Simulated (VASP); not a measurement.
# Cu3N (Pm-3m) in VASP: single point with PBEsol-based screened hybrid with 25 % exact exchange

Aim: the single point of Cu3N with PBEsol-based screened hybrid with 25 % exact exchange.

Everything below comes from runs of VASP 6.6.1. Logs are shortened: lines on timing, memory, paths and dates and some standing lists are left out, and cuts for length are marked.

### 1 The cell of the first run

Symmetry: Pm-3m, No. 221, cubic system. The conventional cell has a = 3.807 Å, b = 3.807 Å, c = 3.807 Å, α = 90.00°, β = 90.00°, γ = 90.00°. Cu (site symmetry 4/mmm) has 2 N at 1.90 Å within 2.5 Å. N (site symmetry m-3m) has 6 Cu at 1.90 Å within 2.5 Å.

### 2 Single point, PBEsol-based screened hybrid with 25 % exact exchange

Input file POSCAR:

```
Cu3N
1.0
    3.8070000000      0.0000000000      0.0000000000
    0.0000000000      3.8070000000      0.0000000000
    0.0000000000      0.0000000000      3.8070000000
Cu N
3 1
Direct
    0.0000000000      0.0000000000      0.5000000000
    0.0000000000      0.5000000000      0.0000000000
    0.5000000000      0.0000000000      0.0000000000
    0.0000000000      0.0000000000      0.0000000000
```

Input file INCAR.step1:

```
SYSTEM = Cu3N
ALGO     = Normal         ! electronic algorithm
EDIFF    = 1E-5           ! SCF threshold, eV
ENCUT    = 520            ! plane-wave cutoff, eV
GGA      = PE             ! functional
ISIF     = 2              ! what is computed and relaxed
ISMEAR   = -1             ! smearing method
LASPH    = .TRUE.         ! aspherical terms in the spheres
LREAL    = .FALSE.        ! projectors in reciprocal space
LWAVE    = .TRUE.         ! write WAVECAR
NBANDS   = 27             ! bands
NELM     = 100            ! most SCF steps
PREC     = Accurate       ! precision mode
SIGMA    = 0.05           ! smearing width, eV
```

Input file INCAR.step2:

```
SYSTEM = Cu3N
AEXX     = 0.25           ! exact-exchange fraction
ALGO     = Normal         ! electronic algorithm
EDIFF    = 1E-6           ! SCF threshold, eV
ENCUT    = 520            ! plane-wave cutoff, eV
GGA      = PS             ! functional
HFSCREEN = 0.207          ! screening, 1/A
ISIF     = 2              ! what is computed and relaxed
ISMEAR   = -1             ! smearing method
ISTART   = 1            
LASPH    = .TRUE.         ! aspherical terms in the spheres
LCHARG   = .TRUE.         ! write CHGCAR
LELF     = .TRUE.         ! ELF
LHFCALC  = .TRUE.         ! exact exchange
LREAL    = .FALSE.        ! projectors in reciprocal space
LVHAR    = .TRUE.       
LWAVE    = .FALSE.        ! write WAVECAR
NBANDS   = 27             ! bands
NELM     = 100            ! most SCF steps
PREC     = Accurate       ! precision mode
PRECFOCK = Normal       
SIGMA    = 0.05           ! smearing width, eV
```

Input file KPOINTS:

```
k-points
0
G
  4 4 4
  0 0 0
```

Potentials or basis: VASP PAW PBE potentials, release 64 (Cu, N).

Run with:

```console
$ cat potpaw_PBE.64/Cu/POTCAR potpaw_PBE.64/N/POTCAR > POTCAR
$ cp INCAR.step1 INCAR
$ mpirun -np 1 vasp_std > vasp.out
$ cp INCAR.step2 INCAR
$ mpirun -np 1 vasp_std > vasp.out
```

OUTCAR:

```text
SYSTEM = Cu3N
   AEXX = 0.25
   EDIFF = 1E-6
   ENCUT = 520
   GGA = PS
   HFSCREEN = 0.207
   ISIF = 2
   ISMEAR = -1
   ISTART = 1
   LASPH = .TRUE.
   LHFCALC = .TRUE.
   LREAL = .FALSE.
   NELM = 100
   PREC = Accurate
   PRECFOCK = Normal

 ion  position               nearest neighbor table
   1  0.000  0.000  0.500-   4 1.90   4 1.90   2 2.69   2 2.69   3 2.69   3 2.69   2 2.69   2 2.69
                             3 2.69   3 2.69
   2  0.000  0.500  0.000-   4 1.90   4 1.90   1 2.69   1 2.69   1 2.69   3 2.69   3 2.69   1 2.69
                             3 2.69   3 2.69
   3  0.500  0.000  0.000-   4 1.90   4 1.90   1 2.69   1 2.69   2 2.69   1 2.69   2 2.69   2 2.69
                             1 2.69   2 2.69
   4  0.000  0.000  0.000-   1 1.90   2 1.90   3 1.90   1 1.90   2 1.90   3 1.90

  LATTYP: Found a simple cubic cell.
 ALAT       =     3.8070000000

  Lattice vectors:

 A1 = (   3.8070000000,   0.0000000000,   0.0000000000)
 A2 = (   0.0000000000,   3.8070000000,   0.0000000000)
 A3 = (   0.0000000000,   0.0000000000,   3.8070000000)

Analysis of symmetry for initial positions (statically):
=====================================================================
 Subroutine PRICEL returns:
 Original cell was already a primitive cell.

 Routine SETGRP: Setting up the symmetry group for a
 simple cubic supercell.

 Subroutine GETGRP returns: Found 48 space group operations
 (whereof 48 operations were pure point group operations)
 out of a pool of 48 trial point group operations.

The static configuration has the point symmetry O_h .

Analysis of symmetry for dynamics (positions and initial velocities):
=====================================================================
 Subroutine PRICEL returns:
 Original cell was already a primitive cell.

 Routine SETGRP: Setting up the symmetry group for a
 simple cubic supercell.

 Subroutine GETGRP returns: Found 48 space group operations
 (whereof 48 operations were pure point group operations)
 out of a pool of 48 trial point group operations.

The dynamic configuration has the point symmetry O_h .

 Subroutine INISYM returns: Found 48 space group operations
 (whereof 48 operations are pure point group operations),
 and found     1 'primitive' translations

----------------------------------------------------------------------------------------

                                     Primitive cell

  volume of cell :      55.1758

  direct lattice vectors                    reciprocal lattice vectors
     3.807000000  0.000000000  0.000000000     0.262674022  0.000000000  0.000000000
     0.000000000  3.807000000  0.000000000     0.000000000  0.262674022  0.000000000
     0.000000000  0.000000000  3.807000000     0.000000000  0.000000000  0.262674022

  length of vectors
     3.807000000  3.807000000  3.807000000     0.262674022  0.262674022  0.262674022

  position of ions in fractional coordinates (direct lattice)
     0.000000000  0.000000000  0.500000000
     0.000000000  0.500000000  0.000000000
     0.500000000  0.000000000  0.000000000
     0.000000000  0.000000000  0.000000000

  ion indices of the primitive-cell ions
   primitive index   ion index
                 1           1
                 2           2
                 3           3
                 4           4

----------------------------------------------------------------------------------------

 KPOINTS: k-points

Automatic generation of k-mesh.
 Grid dimensions read from file:
 generate k-points for:    4    4    4

 Generating k-lattice:

  Cartesian coordinates                     Fractional coordinates (reciprocal lattice)
     0.065668505  0.000000000  0.000000000     0.250000000  0.000000000  0.000000000
     0.000000000  0.065668505  0.000000000     0.000000000  0.250000000  0.000000000
     0.000000000  0.000000000  0.065668505     0.000000000  0.000000000  0.250000000

  Length of vectors
     0.065668505  0.065668505  0.065668505

  Shift w.r.t. Gamma in fractional coordinates (k-lattice)
     0.000000000  0.000000000  0.000000000

 Subroutine IBZKPT returns following result:
 ===========================================

 Found     10 irreducible k-points:

 Following reciprocal coordinates:
            Coordinates               Weight
  0.000000  0.000000  0.000000      1.000000
  0.250000  0.000000  0.000000      6.000000
  0.500000  0.000000  0.000000      3.000000
  0.250000  0.250000  0.000000     12.000000
  0.500000  0.250000  0.000000     12.000000
  0.500000  0.500000  0.000000      3.000000
  0.250000  0.250000  0.250000      8.000000
  0.500000  0.250000  0.250000     12.000000
  0.500000  0.500000  0.250000      6.000000
  0.500000  0.500000  0.500000      1.000000
   k-points           NKPTS =     10   k-points in BZ     NKDIM =     64   number of bands    NBANDS=     27
   number of dos      NEDOS =    301   number of ions     NIONS =      4
   total plane-waves  NPLWV =  21952
   dimension x,y,z NGX =    28 NGY =   28 NGZ =   28
   dimension x,y,z NGXF=    56 NGYF=   56 NGZF=   56
   ions per type =               3   1
   NGX,Y,Z   is equivalent  to a cutoff of  12.23, 12.23, 12.23 a.u.
   NGXF,Y,Z  is equivalent  to a cutoff of  24.45, 24.45, 24.45 a.u.
 SYSTEM =  Cu3N
   PREC   = accura    normal or accurate (medium, high low for compatibility)
   ISTART =      1    job   : 0-new  1-cont  2-samecut
   ICHARG =      0    charge: 1-file 2-atom 10-const
   ISPIN  =      1    spin polarized calculation?
   LNONCOLLINEAR =      F non collinear calculations
   LSORBIT =      F    spin-orbit coupling
   LASPH  =      T    aspherical Exc in radial PAW
   ENCUT  =  520.0 eV  38.22 Ry    6.18 a.u.   7.08  7.08  7.08*2*pi/ulx,y,z
   NELM   =    100;   NELMIN=  2; NELMDL=  0     # of ELM steps
   EDIFF  = 0.1E-05   stopping-criterion for ELM
   LREAL  =      F    real-space projection
   EDIFFG = 0.1E-04   stopping-criterion for IOM
   NSW    =      0    number of steps for IOM
   IBRION =     -1    ionic relax: 0-MD 1-quasi-New 2-CG
   NFREE  =      0    steps in history (QN), initial steepest desc. (CG)
   ISIF   =      2    stress and relaxation
   ISYM   =      3    0-nonsym 1-usesym 2-fastsym
   POTIM  = 0.5000    time-step for ionic-motion
   TEBEG  =    0.0;   TEEND  =   0.0 temperature during run
   PSTRESS=    0.0 pullay stress
   NELECT =      38.0000    total number of electrons
   NUPDOWN=      -1.0000    fix difference up-down
   EMIN   =  10.00;   EMAX   =-10.00  energy-range for DOS
   EFERMI =   0.00;   METHOD = LEGACY
   ISMEAR =    -1;   SIGMA  =   0.05  broadening in eV -4-tet -1-fermi 0-gaus
   EFERMI_NEDOS =   21; number of points for ismear=-14 and -15
   IALGO  =     38    algorithm
   IMIX   =      1    mixing-type and parameters
     AMIX     =   0.40;   BMIX     =  1.00
     AMIX_MAG =   1.60;   BMIX_MAG =  1.00
  volume/ion in A,a.u.               =      13.79        93.09
  Fermi-wavevector in a.u.,A,eV,Ry     =   1.445728  2.732029 28.437924  2.090128
  Thomas-Fermi vector in A             =   2.563877
   LORBIT       =      0    0 simple, 1 ext, 2 COOP (PROOUT), +10 PAW based schemes
   GGA     = PS    functional components
   LHFCALC =     T    Hartree Fock is set to
   PRECFOCK=normal    Normal, Fast or Accurate (Low or Medium for compatibility)
   ENCUT4O =  -1.0   cutoff for four orbital integrals eV
   NKREDX  =     1    reduce k-point grid by
   NKREDY  =     1    reduce k-point grid by
   NKREDZ  =     1    reduce k-point grid by
   AEXX    =    0.2500 exact exchange contribution
   HFSCREEN=    0.2070 screening length (either q_TF or 0.3 A-1)
   HFSCREENC=   0.2070 screening length for correlation (either q_TF or 0.3 A-1)
   ENCUTFOCK=  -1.0 apply spherical cutoff to Coloumb kernel
   IVDW    =     0    specifies the selected vdW correction
   LEPSILON=     F    determine dielectric tensor
   LRPA    =     F    only Hartree local field effects (RPA)
 non-spin polarized calculation
  energy-cutoff  :      520.00
  volume of cell :       55.18
 maximum number of plane-waves:      1503
  NGX = 24; NGY = 24; NGZ = 24

 number of electron      37.9999908 magnetization

 Free energy of the ion-electron system (eV)
  ---------------------------------------------------
  ext. energy  EPLUGINS =         0.00000000
  ---------------------------------------------------
  free energy    TOTEN  =       -21.89883020 eV

  energy without entropy =      -21.89882106  energy(sigma->0) =      -21.89882563

 E-fermi :   4.4818     XC(G=0):  -8.9941

 val. band max:        4.0185428518   @ k =   0.5000   0.5000   0.5000
 cond. band min:       4.9450658843   @ k =   0.5000   0.5000   0.0000
 fundamental gap:      0.9265230325
 Fermi energy:         4.4818185712

 k-point     1 :       0.0000    0.0000    0.0000
  band No.  band energies     occupation
      1     -14.0834      2.00000
      2      -1.6408      2.00000
      3      -0.8050      2.00000
      4      -0.8050      2.00000
      5      -0.8050      2.00000
      6      -0.7972      2.00000
[... 19 lines left out ...]
     26      18.1382      0.00000
     27      18.1382      0.00000

 k-point     2 :       0.2500    0.0000    0.0000
  band No.  band energies     occupation
      1     -13.8645      2.00000
      2      -2.6212      2.00000
      3      -1.5899      2.00000
      4      -1.5899      2.00000
      5      -1.0594      2.00000
      6      -0.7475      2.00000
[... 19 lines left out ...]
     26      15.5400      0.00000
     27      16.2138      0.00000

 k-point     3 :       0.5000    0.0000    0.0000
  band No.  band energies     occupation
      1     -13.6227      2.00000
      2      -3.7651      2.00000
      3      -1.9204      2.00000
      4      -1.9204      2.00000
      5      -0.6849      2.00000
      6      -0.4963      2.00000
[... 174 lines left out ...]
      1     -12.9144      2.00000
      2      -4.1557      2.00000
      3      -4.1557      2.00000
      4      -3.4238      2.00000
      5      -0.3109      2.00000
      6       0.1024      2.00000
[... 19 lines left out ...]
     26      14.0256      0.00000
     27      18.6463      0.00000

 k-point    10 :       0.5000    0.5000    0.5000
  band No.  band energies     occupation
      1     -12.6518      2.00000
      2      -4.2837      2.00000
      3      -4.2837      2.00000
      4      -4.2837      2.00000
      5      -0.5116      2.00000
      6       0.1256      2.00000
[... 19 lines left out ...]
     26      14.2128      0.00000
     27      16.6350      0.00000

------------------------ aborting loop because EDIFF is reached ----------------------------------------

  FORCE on cell =-STRESS in cart. coord.  units (eV):
  Direction    XX          YY          ZZ          XY          YZ          ZX
  --------------------------------------------------------------------------------------
  -------------------------------------------------------------------------------------
  Total       -0.8031371     -0.8031371     -0.8031371      0.0000000     -0.0000000      0.0000000
  in kB      -23.3212408    -23.3212408    -23.3212408      0.0000000     -0.0000000      0.0000000
  external PRESSURE =     -23.3212408 kB  Pullay stress =       0.0000000 kB

 VOLUME and BASIS-vectors are now :
 -----------------------------------------------------------------------------
  energy-cutoff  :      520.00
  volume of cell :       55.18
      direct lattice vectors                 reciprocal lattice vectors
     3.807000000  0.000000000  0.000000000     0.262674022  0.000000000  0.000000000
     0.000000000  3.807000000  0.000000000     0.000000000  0.262674022  0.000000000
     0.000000000  0.000000000  3.807000000     0.000000000  0.000000000  0.262674022

 POSITION                                       TOTAL-FORCE (eV/Angst)
 -----------------------------------------------------------------------------------
      0.00000      0.00000      1.90350         0.000000      0.000000      0.000000
      0.00000      1.90350      0.00000         0.000000      0.000000      0.000000
      1.90350      0.00000      0.00000         0.000000      0.000000      0.000000
      0.00000      0.00000      0.00000         0.000000      0.000000      0.000000
 -----------------------------------------------------------------------------------
    total drift:                               -0.000001     -0.000002     -0.000002

  FREE ENERGIE OF THE ION-ELECTRON SYSTEM (eV)
  ---------------------------------------------------
  free  energy   TOTEN  =       -21.8988301968 eV

  energy  without entropy=      -21.8988210626  energy(sigma->0) =      -21.89882563
```

Run time: 37 min. Hardware: 1 thread of Intel Xeon Platinum 8488C (Sapphire Rapids), shared host; peak memory 0.27 GiB.

Results:

```
Free energy            : -21.8988 eV
Pressure               : -2.3 GPa
Band gap on the k mesh : 0.93 eV (least direct gap 1.64 eV)
```

Levels at points of the mesh, in eV from the valence-band top:
```
           k point  band 15  band 16  band 17  band 18  band 19  band 20  band 21  band 22  band 23  band 24
(0.00, 0.00, 0.00)    -2.79    -2.67    -2.67    -2.67    -2.57     2.33     6.89     6.89     8.12     8.12
(0.50, 0.00, 0.00)    -3.01    -2.77    -2.67    -1.83    -1.83     3.07     4.64     8.61     8.61     8.67
(0.50, 0.50, 0.00)    -3.00    -2.65    -1.40    -1.40    -0.92     0.93     5.31     6.42     6.42     9.74
(0.50, 0.50, 0.50)    -2.67    -2.67     0.00     0.00     0.00     1.79     1.79     1.79     7.10    10.19
```

Caveat: the PAW data sets were made with another functional, which shifts forces and pressure a little. A k mesh can miss the band edges.
